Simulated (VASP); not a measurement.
Here is a VASP 6.6.1 calculation.

File INCAR:

```
SYSTEM = InSe
PREC = Accurate ; ENCUT = 520
EDIFF = 1E-6 ; ISMEAR = -1
SIGMA = 0.05 ; LREAL = .FALSE.
LASPH = .TRUE. ; NELM = 80
ALGO = Normal ; ISIF = 2
LWAVE = .FALSE. ; LCHARG = .FALSE.
NBANDS = 48
```

The input KPOINTS:

```
regular mesh
0
G
  8 8 2
  0 0 0
```

POSCAR

```
InSe
1.0
    3.9733264280      0.0000000000      0.0000000000
   -1.9866632140      3.4410016242      0.0000000000
    0.0000000000      0.0000000000     16.2706566636
In Se
4 4
Direct
    0.3333333333      0.6666666667      0.0842668307
    0.3333333333      0.6666666667      0.9157331693
    0.0000000000      0.0000000000      0.4157371660
    0.0000000000      0.0000000000      0.5842628340
    0.3333333333      0.6666666667      0.3378941802
    0.3333333333      0.6666666667      0.6621058198
    0.6666666667      0.3333333333      0.1621763923
    0.6666666667      0.3333333333      0.8378236077
```

Potentials or basis: VASP PAW LDA potentials, release 64 (In_d, Se).

Launch:

```bash
$ cat potpaw_LDA.64/In_d/POTCAR potpaw_LDA.64/Se/POTCAR > POTCAR
$ mpirun -np 1 vasp_std > vasp.out
```

Question: Estimate the largest force.

Answer: 0.029 eV/Å.

Question: Estimate the pressure.

Answer: 0.1 GPa.

Forces on the atoms (eV/Å):
```
In   0.000  0.000 -0.013
In   0.000  0.000  0.013
In   0.000  0.000  0.012
In   0.000  0.000 -0.012
Se   0.000  0.000 -0.029
Se   0.000  0.000  0.029
Se   0.000  0.000  0.029
Se   0.000  0.000 -0.029
```
